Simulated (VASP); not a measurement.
Runs of VASP 6.6.1 on InGa2O. The structure is that of space group P-4m2 (No. 115), or close to it. The cells are those of the table. 

```csv
task,spin,cell,k mesh,cutoff (eV),gap on the mesh (eV),pressure (GPa),moment (μB),relaxed volume (Å³/atom),largest force (eV/Å)
single point,off,"a = 3.576, b = 3.576, c = 6.364 Å, 4 atoms",4 × 4 × 4,520,none,0.2,-,-,0.04
single point,"collinear, ferromagnetic start","a = 3.806, b = 3.806, c = 5.457 Å, 4 atoms",4 × 4 × 4,520,none,9.7,0.00,-,4.46
relaxation of cell and atoms,off,"relaxed from a = 3.576, b = 3.576, c = 6.364 Å, 4 atoms",6 × 6 × 4,600,none,0.0,-,20.04,0.04
single point,off,"a = 3.806, b = 3.806, c = 5.457 Å, 4 atoms",4 × 4 × 4,520,none,9.7,-,-,4.46
relaxation of cell and atoms,off,"relaxed from a = 3.806, b = 3.806, c = 5.457 Å, 4 atoms",4 × 4 × 4,600,none,0.0,-,(a),0.03
single point,"collinear, ferromagnetic start","a = 3.458, b = 3.458, c = 6.682 Å, 4 atoms",6 × 6 × 4,520,none,0.2,0.00,-,0.04
single point,off,"a = 3.458, b = 3.458, c = 6.682 Å, 4 atoms",6 × 6 × 4,520,none,0.2,-,-,0.04
single point,off,"a = 3.037, b = 3.037, c = 8.426 Å, 4 atoms",14 × 14 × 8,520,none,0.2,-,-,0.06
```

Alike in all rows: level PBE; potentials or basis VASP PAW PBE potentials, release 64 (In_d, Ga_d, O); smearing gaussian 0.1 eV.

Question: Estimate the missing entries.

Answer: (a) 18.68.

Caveats: some runs use coarse meshes; spin-orbit coupling is left out, which moves the levels of the heavy elements; an odd number of electrons without spin polarisation forces a metal (some runs); a magnetic or distorted state may lie lower (some runs); forces of over 1 eV/Å act on the atoms, so gaps and moduli don't describe the material at rest (some runs).

A k mesh can miss the band edges, and the runs leave out spin-orbit coupling on Ga, In.

A gap of «none» marks levels without a gap at the run's occupations.
